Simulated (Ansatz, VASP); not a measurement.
# Two plane-wave programs on Ta

```xyz
1
Lattice="-1.7051 1.6595 1.4106 1.7051 -1.6595 1.4106 1.7051 1.6595 -1.4106" Properties=species:S:1:pos:R:3 pbc="T T T"
Ta    0.0000    0.0000    0.0000
```

Change from the starting cell: normal strain along x +0.0275, normal strain along z -0.1500.

Alike in both runs: task single point; functional PBE; k mesh 18 × 18 × 18; occupations gaussian, width 0.15 eV; no spin polarisation.

|  | VASP | Ansatz |
| --- | --- | --- |
| version | VASP 6.6.1 | Ansatz 0.2.0 |
| potentials or method | VASP PAW PBE potentials, release 64 (Ta_pv), cutoff 520 eV | scalar-relativistic, plane waves, PAW |
| valence electrons in the cell | 11 | 13 |

VASP gave:

```
gap on the k mesh at the Fermi level (eV)                     : none
pressure (GPa)                                                : 38.5
traceless stress, the component that is largest in VASP (GPa) : 16.35
```

Q: What did Ansatz give for the same quantities?

A: gap on the k mesh at the Fermi level (eV): none; pressure (GPa): 38.1; traceless stress, the component that is largest in VASP (GPa): 16.30.

A gap of «none» marks a metal or a gap that the smearing closes. Both programs put the cell under a high pressure, so it lies far from rest at this level. The functional is the same, so the differences come from potentials, cutoffs and numerics. VASP's potentials hold 11 valence electrons a cell and Ansatz's 13, so a difference there can come from the potentials and not from the codes.

Neither program's run includes spin-orbit coupling.
